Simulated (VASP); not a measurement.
Wanted: the native input for a VASP 6.6.1 run.

| Property | Result |
| --- | --- |
| Task | single point |
| Functional | PBEsol |
| Potentials or basis | VASP PAW PBE potentials, release 64 (Mg) |
| Cutoff | 520 eV |
| k mesh | 5 × 5 × 5 |
| Occupations | fermi-dirac, width 0.1 eV |
| Spin | no spin polarisation |
| Dipole correction | no |
| Further INCAR settings | ALGO = Normal; EDIFF = 1e-06; NBANDS = 18 |

The structure of Mg lies in POSCAR:

```
Mg
1.0
    5.6902264452      0.0000000000      0.0000000000
    0.0000000000      5.6902264452      0.0000000000
    0.0000000000      0.0000000000      5.6902264452
Mg
8
Direct
    0.0000000000      1.0000000000      1.0000000000
    0.5000000000      0.5000000000      0.5000000000
    0.2500000000      0.0000000000      0.5000000000
    0.7500000000      0.0000000000      0.5000000000
    0.5000000000      0.2500000000      1.0000000000
    0.5000000000      0.7500000000      0.0000000000
    1.0000000000      0.5000000000      0.2500000000
    1.0000000000      0.5000000000      0.7500000000
```

One way to write it, as run:

INCAR

```
ALGO = Normal ; EDIFF = 1E-6
ENCUT = 520 ; GGA = PS
ISIF = 2 ; ISMEAR = -1
LASPH = T ; LCHARG = F
LREAL = F ; LWAVE = F
NBANDS = 18 ; NELM = 100
PREC = Accurate ; SIGMA = 0.1
```

KPOINTS

```
k-points
0
Gamma
  5 5 5
```

Potentials or basis: VASP PAW PBE potentials, release 64 (Mg).

Launch:

```bash
$ cat potpaw_PBE.64/Mg/POTCAR > POTCAR
$ mpirun -np 1 vasp_std > vasp.out
```

It gave:

- Pressure: -0.1 GPa
- Band gap on the k mesh: zero (bands 8 and 9 overlap by 2.24 eV)

Caveat: the PAW data sets were made with another functional, which shifts forces and pressure a little.

Wall time 26 s on 1 thread of Intel(R) Xeon(R) Platinum 8488C (Sapphire Rapids), on a shared host, peak memory 0.25 GiB.
